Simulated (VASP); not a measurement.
# C (R-3m) in VASP: a series of runs

C is run at these levels: PBE; tasks: single point.

Program: VASP 6.6.1. These are calculated values, not measurements. Logs are shortened: lines on timing, memory, paths and dates and some standing lists are left out, and cuts for length are marked.

### Step 1. The cell of the first run

It takes space group R-3m (No. 166, trigonal). Conventional cell: a = 2.494 Å, b = 2.494 Å, c = 28.613 Å, α = 90.00°, β = 90.00°, γ = 120.00°. C (site symmetry 3m) has 4 C at 1.42 to 1.52 Å within 1.9 Å. C (site symmetry 3m) has 4 C at 1.42 to 1.52 Å within 1.9 Å. Within 1.9 Å of C (site symmetry 3m) lie 4 C at 1.42 to 1.52 Å. C (site symmetry 3m) has 4 C at 1.44 to 1.52 Å within 1.9 Å. Within 1.9 Å of C (site symmetry 3m) lie 4 C at 1.44 to 1.52 Å.

### Step 2. Single point, PBE

Contents of INCAR:

```
SYSTEM = C
PREC = Accurate
ENCUT = 520
EDIFF = 1E-6
ISMEAR = 0
SIGMA = 0.05
LREAL = .FALSE.
LASPH = .TRUE.
NELM = 80
ALGO = Normal
ISIF = 2
LWAVE = .FALSE.
LCHARG = .FALSE.
GGA = PE
NBANDS = 31
```

Contents of KPOINTS:

```
Automatic mesh
0
G
  12 12 12
  0 0 0
```

Contents of POSCAR:

```
C
1.0
    1.2472000000      0.7200712557      9.5376666667
   -1.2472000000      0.7200712557      9.5376666667
    0.0000000000     -1.4401425115      9.5376666667
C
10
Direct
    0.0248257000      0.0248257000      0.0248257000
    0.9751743000      0.9751743000      0.9751743000
    0.1086810650      0.1086810650      0.1086810650
    0.8913189350      0.8913189350      0.8913189350
    0.1583663742      0.1583663742      0.1583663742
    0.8416336258      0.8416336258      0.8416336258
    0.3748589682      0.3748589682      0.3748589682
    0.6251410318      0.6251410318      0.6251410318
    0.4253192967      0.4253192967      0.4253192967
    0.5746807033      0.5746807033      0.5746807033
```

Potentials or basis: VASP PAW PBE potentials, release 64 (C).

Launch:

```bash
> cat potpaw_PBE.64/C/POTCAR > POTCAR
> mpirun -np 1 vasp_std > vasp.out
```

OUTCAR:

```text
SYSTEM = C
   PREC = Accurate
   ENCUT = 520
   EDIFF = 1E-6
   ISMEAR = 0
   LREAL = .FALSE.
   LASPH = .TRUE.
   NELM = 80
   ISIF = 2
   GGA = PE

 ion  position               nearest neighbor table
   1  0.025  0.025  0.025-   2 1.42   7 1.52   7 1.52   7 1.52
   2  0.975  0.975  0.975-   1 1.42   8 1.52   8 1.52   8 1.52
   3  0.109  0.109  0.109-   5 1.42   9 1.52   9 1.52   9 1.52
   4  0.891  0.891  0.891-   6 1.42  10 1.52  10 1.52  10 1.52
   5  0.158  0.158  0.158-   3 1.42   6 1.52   6 1.52   6 1.52
   6  0.842  0.842  0.842-   4 1.42   5 1.52   5 1.52   5 1.52
   7  0.375  0.375  0.375-   9 1.44   1 1.52   1 1.52   1 1.52
   8  0.625  0.625  0.625-  10 1.44   2 1.52   2 1.52   2 1.52
   9  0.425  0.425  0.425-   7 1.44   3 1.52   3 1.52   3 1.52
  10  0.575  0.575  0.575-   8 1.44   4 1.52   4 1.52   4 1.52

  LATTYP: Found a trigonal (rhomboedric) cell.
 ALAT       =     9.6457812487
 COS(alpha) =     0.9665629940

  Lattice vectors:

 A1 = (   1.2472000000,   0.7200712557,   9.5376666667)
 A2 = (  -1.2472000000,   0.7200712557,   9.5376666667)
 A3 = (   0.0000000000,  -1.4401425115,   9.5376666667)

Analysis of symmetry for initial positions (statically):
=====================================================================
 Subroutine PRICEL returns:
 Original cell was already a primitive cell.

 Routine SETGRP: Setting up the symmetry group for a
 trigonal (rhombohedral) supercell.

 Subroutine GETGRP returns: Found 12 space group operations
 (whereof 12 operations were pure point group operations)
 out of a pool of 12 trial point group operations.

The static configuration has the point symmetry D_3d.

Analysis of symmetry for dynamics (positions and initial velocities):
=====================================================================
 Subroutine PRICEL returns:
 Original cell was already a primitive cell.

 Routine SETGRP: Setting up the symmetry group for a
 trigonal (rhombohedral) supercell.

 Subroutine GETGRP returns: Found 12 space group operations
 (whereof 12 operations were pure point group operations)
 out of a pool of 12 trial point group operations.

The dynamic configuration has the point symmetry D_3d.

 Subroutine INISYM returns: Found 12 space group operations
 (whereof 12 operations are pure point group operations),
 and found     1 'primitive' translations

----------------------------------------------------------------------------------------

                                     Primitive cell

  volume of cell :      51.3931

  direct lattice vectors                    reciprocal lattice vectors
     1.247200000  0.720071256  9.537666667     0.400898012  0.231458575  0.034949149
    -1.247200000  0.720071256  9.537666667    -0.400898012  0.231458575  0.034949149
     0.000000000 -1.440142511  9.537666667     0.000000000 -0.462917150  0.034949149

  length of vectors
     9.645781249  9.645781249  9.645781249     0.464234564  0.464234564  0.464234564

  position of ions in fractional coordinates (direct lattice)
     0.024825700  0.024825700  0.024825700
     0.975174300  0.975174300  0.975174300
     0.108681065  0.108681065  0.108681065
     0.891318935  0.891318935  0.891318935
     0.158366374  0.158366374  0.158366374
     0.841633626  0.841633626  0.841633626
     0.374858968  0.374858968  0.374858968
     0.625141032  0.625141032  0.625141032
     0.425319297  0.425319297  0.425319297
     0.574680703  0.574680703  0.574680703

  ion indices of the primitive-cell ions
   primitive index   ion index
                 1           1
                 2           2
                 3           3
                 4           4
                 5           5
                 6           6
                 7           7
                 8           8
                 9           9
                10          10

----------------------------------------------------------------------------------------

 KPOINTS: Automatic mesh

Automatic generation of k-mesh.
 Grid dimensions read from file:
 generate k-points for:   12   12   12

 Generating k-lattice:

  Cartesian coordinates                     Fractional coordinates (reciprocal lattice)
     0.033408168  0.019288215  0.002912429     0.083333333  0.000000000  0.000000000
    -0.033408168  0.019288215  0.002912429     0.000000000  0.083333333  0.000000000
     0.000000000 -0.038576429  0.002912429     0.000000000  0.000000000  0.083333333

  Length of vectors
     0.038686214  0.038686214  0.038686214

  Shift w.r.t. Gamma in fractional coordinates (k-lattice)
     0.000000000  0.000000000  0.000000000

 Subroutine IBZKPT returns following result:
 ===========================================

 Found    189 irreducible k-points:

 Following reciprocal coordinates:
            Coordinates               Weight
  0.000000  0.000000  0.000000      1.000000
  0.083333  0.000000  0.000000      6.000000
  0.166667  0.000000  0.000000      6.000000
[... 70 lines left out ...]

  energy without entropy =      -89.02847175  energy(sigma->0) =      -89.02847175

 E-fermi :  11.5907     XC(G=0): -13.7437

 val. band max:       11.3986840504   @ k =   0.0000   0.0000   0.0000
 cond. band min:      15.1195667783   @ k =   0.5000   0.5000   0.0000
 fundamental gap:      3.7208827279
 Fermi energy:        11.5906714516

 k-point     1 :       0.0000    0.0000    0.0000
  band No.  band energies     occupation
      1     -11.6717      2.00000
      2     -10.4086      2.00000
      3     -10.3568      2.00000
      4      -6.6042      2.00000
      5      -6.5844      2.00000
      6      -0.5141      2.00000
[... 23 lines left out ...]
     30      19.4946      0.00000
     31      19.6406      0.00000

 k-point     2 :       0.0833    0.0000    0.0000
  band No.  band energies     occupation
      1     -11.4966      2.00000
      2     -10.2850      2.00000
      3     -10.1337      2.00000
      4      -6.5665      2.00000
      5      -6.2924      2.00000
      6      -0.5594      2.00000
[... 23 lines left out ...]
     30      19.8229      0.00000
     31      20.0016      0.00000

 k-point     3 :       0.1667    0.0000    0.0000
  band No.  band energies     occupation
      1     -10.9734      2.00000
      2      -9.8354      2.00000
      3      -9.5480      2.00000
      4      -6.2091      2.00000
      5      -5.6691      2.00000
      6      -0.3511      2.00000
[... 23 lines left out ...]
     30      20.7825      0.00000
     31      21.1657      0.00000

 k-point     4 :       0.2500    0.0000    0.0000
  band No.  band energies     occupation
      1     -10.1084      2.00000
      2      -9.0485      2.00000
      3      -8.6264      2.00000
      4      -5.5327      2.00000
      5      -4.7464      2.00000
      6       0.0136      2.00000
[... 23 lines left out ...]
     30      21.5988      0.00000
     31      22.0988      0.00000

 k-point     5 :       0.3333    0.0000    0.0000
  band No.  band energies     occupation
      1      -8.9168      2.00000
      2      -7.9400      2.00000
      3      -7.3939      2.00000
      4      -4.5744      2.00000
      5      -3.6151      2.00000
      6      -0.7030      2.00000
[... 23 lines left out ...]
     30      22.7000      0.00000
     31      22.7233      0.00000
[... 542 lines left out ...]
     30      22.1793      0.00000
     31      22.3668      0.00000

 k-point    22 :       0.4167    0.1667    0.0000
  band No.  band energies     occupation
      1      -8.3843      2.00000
      2      -7.6221      2.00000
      3      -6.6700      2.00000
      4      -4.4863      2.00000
      5      -2.8128      2.00000
      6      -0.6354      2.00000
[... 23 lines left out ...]
     30      22.5241      0.00000
     31      23.0265      0.00000

 k-point    23 :       0.5000    0.1667    0.0000
  band No.  band energies     occupation
      1      -6.9225      2.00000
      2      -6.2535      2.00000
      3      -5.2693      2.00000
      4      -3.5445      2.00000
      5      -2.8172      2.00000
      6      -1.9063      2.00000
[... 23 lines left out ...]
     30      22.9687      0.00000
     31      23.2806      0.00000

 k-point    24 :      -0.4167    0.1667    0.0000
  band No.  band energies     occupation
      1      -5.6213      2.00000
      2      -5.2329      2.00000
      3      -4.7511      2.00000
      4      -3.8181      2.00000
      5      -3.6116      2.00000
      6      -2.5552      2.00000
[... 23 lines left out ...]
     30      22.9248      0.00000
     31      23.1191      0.00000

 [... further k-points ...]
[... 5 lines left out ...]
  --------------------------------------------------------------------------------------
  -------------------------------------------------------------------------------------
  Total        6.3369140      6.3369140     44.4658443      0.0000000     -0.0000000      0.0000000
  in kB      197.5529092    197.5529092   1386.2199932      0.0000000     -0.0000000      0.0000000
  external PRESSURE =     593.7752705 kB  Pullay stress =       0.0000000 kB

 VOLUME and BASIS-vectors are now :
 -----------------------------------------------------------------------------
  energy-cutoff  :      520.00
  volume of cell :       51.39
      direct lattice vectors                 reciprocal lattice vectors
     1.247200000  0.720071256  9.537666667     0.400898012  0.231458575  0.034949149
    -1.247200000  0.720071256  9.537666667    -0.400898012  0.231458575  0.034949149
     0.000000000 -1.440142511  9.537666667     0.000000000 -0.462917150  0.034949149

 POSITION                                       TOTAL-FORCE (eV/Angst)
 -----------------------------------------------------------------------------------
      0.00000     -0.00000      0.71034         0.000000     -0.000000      0.889369
      0.00000     -0.00000     27.90266         0.000000      0.000000     -0.889369
      0.00000     -0.00000      3.10969         0.000000      0.000000     -0.868888
      0.00000     -0.00000     25.50331         0.000000     -0.000000      0.868888
      0.00000     -0.00000      4.53134         0.000000     -0.000000      1.168414
      0.00000     -0.00000     24.08166         0.000000      0.000000     -1.168414
      0.00000     -0.00000     10.72584         0.000000      0.000000     -1.012138
      0.00000     -0.00000     17.88716         0.000000     -0.000000      1.012138
      0.00000     -0.00000     12.16966         0.000000     -0.000000      1.017486
      0.00000     -0.00000     16.44334         0.000000      0.000000     -1.017486
 -----------------------------------------------------------------------------------
    total drift:                               -0.000000     -0.000000      0.000000

  FREE ENERGIE OF THE ION-ELECTRON SYSTEM (eV)
  ---------------------------------------------------
  free  energy   TOTEN  =       -89.0284717454 eV

  energy  without entropy=      -89.0284717454  energy(sigma->0) =      -89.02847175
```

Run time: 35 min. Hardware: 1 thread of AMD EPYC 9R45 (Zen 5), shared host; peak memory 0.77 GiB.

What came out:

```yaml
Free_energy: -89.0285 eV
Pressure: 59.4 GPa
Largest_force: 1.168 eV/Å
Band_gap_on_the_k_mesh: 3.72 eV (least direct gap 4.65 eV)
```

Forces in eV/Å, atoms in the order of the input:
```
C    0.000  0.000  0.889
C    0.000  0.000 -0.889
C    0.000  0.000 -0.869
C    0.000  0.000  0.869
C    0.000  0.000  1.168
C    0.000  0.000 -1.168
C    0.000  0.000 -1.012
C    0.000  0.000  1.012
C    0.000  0.000  1.017
C    0.000  0.000 -1.017
```

Levels at points of the mesh, in eV from the valence-band top:
| k point | band 18 | band 19 | band 20 | band 21 | band 22 | band 23 |
| --- | --- | --- | --- | --- | --- | --- |
| (0.00, 0.00, 0.00) | -0.38 | 0.00 | 0.00 | 4.65 | 4.65 | 6.53 |
| (0.50, 0.00, 0.00) | -5.02 | -3.78 | -2.87 | 4.00 | 4.03 | 6.27 |
| (0.50, 0.50, 0.00) | -4.38 | -3.61 | -3.58 | 3.72 | 4.86 | 4.97 |
| (0.50, 0.50, 0.50) | -0.74 | -0.67 | -0.67 | 5.37 | 5.37 | 5.52 |

Caveat: the stress differs along the axes, from 20 to 139 GPa; forces of over 1 eV/Å act on the atoms, so gaps and moduli don't describe the material at rest. A k mesh can miss the band edges.

### Step 3. Single point, PBE

This run uses another cell than the first one, of 5.18 Å³/atom.

Contents of INCAR:

```
PREC = Accurate
ENCUT = 520
EDIFF = 1E-6
ISMEAR = 0
SIGMA = 0.05
LREAL = F
LASPH = T
NELM = 100
ALGO = Normal
ISIF = 2
LWAVE = F
LCHARG = F
GGA = PE
NBANDS = 31
```

Contents of KPOINTS:

```
Automatic mesh
0
Gamma
  12 12 12
```

Changes to POSCAR since step 2:

```diff
@@ -2,5 +2,5 @@
 1.0
-    1.2472000000      0.7200712557      9.5376666667
-   -1.2472000000      0.7200712557      9.5376666667
-    0.0000000000     -1.4401425115      9.5376666667
+    1.2346000000      0.7127966423      9.8141000000
+   -1.2346000000      0.7127966423      9.8141000000
+    0.0000000000     -1.4255932847      9.8141000000
 C
```

Potentials or basis: VASP PAW PBE potentials, release 64 (C).

Launch:

```bash
> cat potpaw_PBE.64/C/POTCAR > POTCAR
> mpirun -np 1 vasp_std > vasp.out
```

Wall time 47 min (1 thread of AMD EPYC 9R45 (Zen 5), shared host); peak memory 0.91 GiB.

It converged, with:

```yaml
Free_energy: -89.8870 eV
Pressure: 51.1 GPa
Largest_force: 0.422 eV/Å
Band_gap_on_the_k_mesh: 4.31 eV (least direct gap 5.14 eV)
```

Forces on the atoms (eV/Å):
```
C    0.000  0.000  0.300
C    0.000  0.000 -0.300
C    0.000  0.000 -0.289
C    0.000  0.000  0.289
C    0.000  0.000  0.422
C    0.000  0.000 -0.422
C    0.000  0.000 -0.312
C    0.000  0.000  0.312
C    0.000  0.000  0.316
C    0.000  0.000 -0.316
```

Stress tensor (GPa, compression positive):
```
33.26  0.00  0.00
 0.00 33.26  0.00
 0.00  0.00 86.74
```

Levels at points of the mesh, in eV from the valence-band top:
```tsv
k point	band 18	band 19	band 20	band 21	band 22	band 23
(0.00, 0.00, 0.00)	-0.23	0.00	0.00	5.14	5.14	6.52
(0.50, 0.00, 0.00)	-4.88	-3.81	-3.03	4.56	4.58	6.59
(0.50, 0.50, 0.00)	-4.38	-3.65	-3.63	4.31	5.34	5.39
(0.50, 0.50, 0.50)	-0.61	-0.55	-0.55	5.75	5.75	5.88
```

Caveat: the stress differs along the axes, from 33 to 87 GPa. A k mesh can miss the band edges.

### Step 4. Single point, PBE

This run uses another cell than the first one, of 5.22 Å³/atom.

Contents of INCAR:

```
SYSTEM = C
ALGO     = Normal         ! electronic algorithm
EDIFF    = 1E-7           ! SCF threshold, eV
ENCUT    = 520            ! plane-wave cutoff, eV
GGA      = PE             ! functional
ISIF     = 2              ! what is computed and relaxed
ISMEAR   = 0              ! smearing method
LASPH    = .True.         ! aspherical terms in the spheres
LCHARG   = .True.         ! write CHGCAR
LELF     = .True.         ! ELF
LREAL    = .False.        ! projectors in reciprocal space
LVHAR    = .True.       
LWAVE    = .False.        ! write WAVECAR
NBANDS   = 31             ! bands
NELM     = 80             ! most SCF steps
PREC     = Accurate       ! precision mode
SIGMA    = 0.05           ! smearing width, eV
```

Contents of KPOINTS:

```
k-points
0
Gamma
  12 12 12
  0 0 0
```

Changes to POSCAR since step 3:

```diff
@@ -2,5 +2,5 @@
 1.0
-    1.2346000000      0.7127966423      9.8141000000
-   -1.2346000000      0.7127966423      9.8141000000
-    0.0000000000     -1.4255932847      9.8141000000
+    1.2220000000      0.7055220289     10.0905666667
+   -1.2220000000      0.7055220289     10.0905666667
+    0.0000000000     -1.4110440579     10.0905666667
 C
```

Launch:

```bash
> cat potpaw_PBE.64/C/POTCAR > POTCAR
> mpirun -np 1 vasp_std > vasp.out
```

It took 49 min on 1 thread of AMD EPYC 9R45 (Zen 5), shared host; peak memory 0.92 GiB.

It converged, with:

```
Free energy            : -90.1977 eV
Pressure               : 45.8 GPa
Largest force          : 0.110 eV/Å
Band gap on the k mesh : 4.72 eV (least direct gap 5.59 eV)
```

Forces on the atoms (eV/Å):
```
C    0.000  0.000 -0.055
C    0.000  0.000  0.055
C    0.000  0.000  0.058
C    0.000  0.000 -0.058
C    0.000  0.000 -0.044
C    0.000  0.000  0.044
C    0.000  0.000  0.110
C    0.000  0.000 -0.110
C    0.000  0.000 -0.108
C    0.000  0.000  0.108
```

Stress tensor (GPa, compression positive):
```
47.39  0.00  0.00
 0.00 47.39  0.00
 0.00  0.00 42.57
```

Levels at points of the mesh, in eV from the valence-band top:
| k point | band 16 | band 17 | band 18 | band 19 | band 20 | band 21 | band 22 | band 23 | band 24 | band 25 |
| --- | --- | --- | --- | --- | --- | --- | --- | --- | --- | --- |
| (0.00, 0.00, 0.00) | -1.39 | -1.39 | -0.21 | 0.00 | 0.00 | 5.59 | 5.59 | 5.63 | 7.09 | 7.09 |
| (0.50, 0.00, 0.00) | -5.17 | -4.83 | -4.77 | -3.86 | -3.19 | 5.08 | 5.08 | 6.45 | 6.60 | 6.89 |
| (0.50, 0.50, 0.00) | -5.84 | -4.53 | -4.41 | -3.70 | -3.69 | 4.86 | 5.62 | 5.77 | 5.83 | 7.31 |
| (0.50, 0.50, 0.50) | -2.00 | -0.50 | -0.50 | -0.45 | -0.45 | 6.10 | 6.10 | 6.22 | 6.22 | 6.69 |

Caveat: the cell stands under pressure. A k mesh can miss the band edges.

### Step 5. Overview

```tsv
cell	gap on the mesh (eV)	pressure (GPa)	largest force (eV/Å)
a = 9.646 Å, angles 14.9°, 10 atoms	3.72	59.4	1.17
a = 9.917 Å, angles 14.3°, 10 atoms	4.31	51.1	0.42
a = 10.189 Å, angles 13.8°, 10 atoms	4.72	45.8	0.11
```

Alike in all rows: task single point; level PBE; potentials or basis VASP PAW PBE potentials, release 64 (C); no spin polarisation; k mesh 12 × 12 × 12; cutoff (eV) 520; smearing gaussian 0.05 eV.

Caveats: the stress differs along the axes, from 20 to 139 GPa (at least some runs); forces of over 1 eV/Å act on the atoms, so gaps and moduli don't describe the material at rest (at least some runs); the stress differs along the axes, from 33 to 87 GPa (at least some runs); the cell stands under pressure (at least some runs).

Absolute energies hang on the potentials; compare differences alone.
